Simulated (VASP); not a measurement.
Set up this calculation in VASP 6.6.1, as the native input.

```
Task                   : single point
Functional             : PBEsol
Potentials or basis    : VASP PAW PBE potentials, release 64 (Ga_d, N)
Cutoff                 : 520 eV
k mesh                 : 10 × 10 × 5
Occupations            : fermi-dirac, width 0.05 eV
Spin                   : non-collinear spin, zero start, spin-orbit coupling
Starting moments       : [[0.0, 0.0, 0.0], [0.0, 0.0, 0.0], [0.0, 0.0, 0.0], [0.0, 0.0, 0.0]] μB
Dipole correction      : no
Further INCAR settings : ALGO = Normal; EDIFF = 1e-06; NBANDS = 50
```

The structure of GaN lies in POSCAR:

```
GaN
1.0
    3.1800000000      0.0000000000      0.0000000000
   -1.5900000000      2.7539607840      0.0000000000
    0.0000000000      0.0000000000      5.1660000000
Ga N
2 2
Direct
    0.6666666667      0.3333333333      0.5000000000
    0.3333333333      0.6666666667      0.0000000000
    0.6666666667      0.3333333333      0.8750000000
    0.3333333333      0.6666666667      0.3750000000
```

One way to write it, as run:

INCAR

```
SYSTEM = GaN
PREC = Accurate ; ENCUT = 520
EDIFF = 1E-6 ; ISMEAR = -1
SIGMA = 0.05 ; LREAL = .False.
LASPH = .True. ; NELM = 150
ALGO = Normal ; ISIF = 2
LWAVE = .False. ; LCHARG = .False.
LNONCOLLINEAR = .True. ; MAGMOM = 0 0 0 0 0 0 0 0 0 0 0 0
LORBIT = 11 ; LSORBIT = .True.
GGA_COMPAT = .False. ; LORBMOM = .True.
GGA = PS ; NBANDS = 50
```

KPOINTS

```
Automatic mesh
0
Gamma
  10 10 5
  0 0 0
```

Potentials or basis: VASP PAW PBE potentials, release 64 (Ga_d, N).

Run with:

```bash
$ cat potpaw_PBE.64/Ga_d/POTCAR potpaw_PBE.64/N/POTCAR > POTCAR
$ mpirun -np 1 vasp_ncl > vasp.out
```

It gave:

```json
{
  "Pressure": "0.8 GPa",
  "Largest force": "0.131 eV/Å",
  "Net moment": "0.00 μB per cell",
  "Valence electrons inside the program's atomic spheres": "Ga 11.89; N 3.73"
}
```

Caveat: the PAW data sets were made with another functional, which shifts forces and pressure a little.

Run time: 3.5 min on 1 thread of Intel(R) Xeon(R) Platinum 8488C (Sapphire Rapids), with other jobs on the host, peak memory 0.38 GiB.
